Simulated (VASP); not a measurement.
Set up this calculation in VASP 6.6.1, as the native input.

```yaml
Task: single point
Functional: LDA
Potentials_or_basis: VASP PAW LDA potentials, release 64 (Pb_d)
Cutoff: 520 eV
k_mesh: 9 × 9 × 9
Occupations: gaussian, width 0.15 eV
Spin: no spin polarisation
Dipole_correction: no
Further_INCAR_settings: ALGO = Normal; EDIFF = 1e-07; NBANDS = 13
```

The structure of Pb lies in POSCAR:

```
Pb
1.0
    0.0000000000      2.4914113386      2.4914113386
    2.4914113386      0.0000000000      2.4914113386
    2.4914113386      2.4914113386      0.0000000000
Pb
1
Direct
    0.0000000000      0.0000000000      0.0000000000
```

This cell differs from its parent crystal: volume scaled by 1.02.

The input as run:

INCAR

```
SYSTEM = Pb
ALGO     = Normal         ! electronic algorithm
EDIFF    = 1E-7           ! SCF threshold, eV
ENCUT    = 520            ! plane-wave cutoff, eV
ISIF     = 2              ! what is computed and relaxed
ISMEAR   = 0              ! smearing method
LASPH    = .TRUE.         ! aspherical terms in the spheres
LCHARG   = .FALSE.        ! write CHGCAR
LREAL    = .FALSE.        ! projectors in reciprocal space
LWAVE    = .FALSE.        ! write WAVECAR
NBANDS   = 13             ! bands
NELM     = 60             ! most SCF steps
PREC     = Accurate       ! precision mode
SIGMA    = 0.15           ! smearing width, eV
```

KPOINTS

```
k-points
0
G
  9 9 9
  0 0 0
```

Potentials or basis: VASP PAW LDA potentials, release 64 (Pb_d).

Run with:

```console
$ cat potpaw_LDA.64/Pb_d/POTCAR > POTCAR
$ mpirun -np 1 vasp_std > vasp.out
```

It gave:

```json
{
  "Pressure": "-2.9 GPa",
  "Band gap on the k mesh": "zero (band 7 reaches 13.98 eV, above the bottom of band 8 at 5.28 eV)"
}
```

Caveat: spin-orbit coupling is left out, which moves the levels of the heavy elements.

Run time: 13 s on 1 thread of Intel Xeon 8259CL, on a shared host, peak memory 0.14 GiB.
